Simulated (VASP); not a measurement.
WAu, 2 atoms in the cell. It takes space group F-43m (No. 216, cubic). Conventional cell: a = 5.514 Å, b = 5.514 Å, c = 5.514 Å, α = 90.00°, β = 90.00°, γ = 90.00°. W (site symmetry -43m) has 4 Au at 2.39 Å within 3.2 Å. Au (site symmetry -43m) has 4 W at 2.39 Å within 3.2 Å. 

| Property | Result |
| --- | --- |
| Program | VASP 6.6.1 |
| Task | single point |
| Functional | LDA |
| Potentials or basis | VASP PAW LDA potentials, release 64 (W_sv, Au) |
| Cutoff | 520 eV |
| k mesh | 8 × 8 × 8 |
| Occupations | fermi-dirac, width 0.05 eV |
| Spin | no spin polarisation |
| Dipole correction | no |
| Further INCAR settings | ALGO = Normal; EDIFF = 1e-06; NBANDS = 20 |

Potentials or basis: VASP PAW LDA potentials, release 64 (W_sv, Au).

The run is started by

```bash
$ cat potpaw_LDA.64/W_sv/POTCAR potpaw_LDA.64/Au/POTCAR > POTCAR
$ mpirun -np 1 vasp_std > vasp.out
```

Hardware: 1 thread of Intel(R) Xeon(R) 6975P-C (Granite Rapids) (shared host).

**Question.** How long does it take, and how much memory?

**Answer.** It took 13 s on 1 thread of Intel(R) Xeon(R) 6975P-C (Granite Rapids), with other jobs on the host, peak memory 0.16 GiB. Counts: scf iterations 12, k points 29.
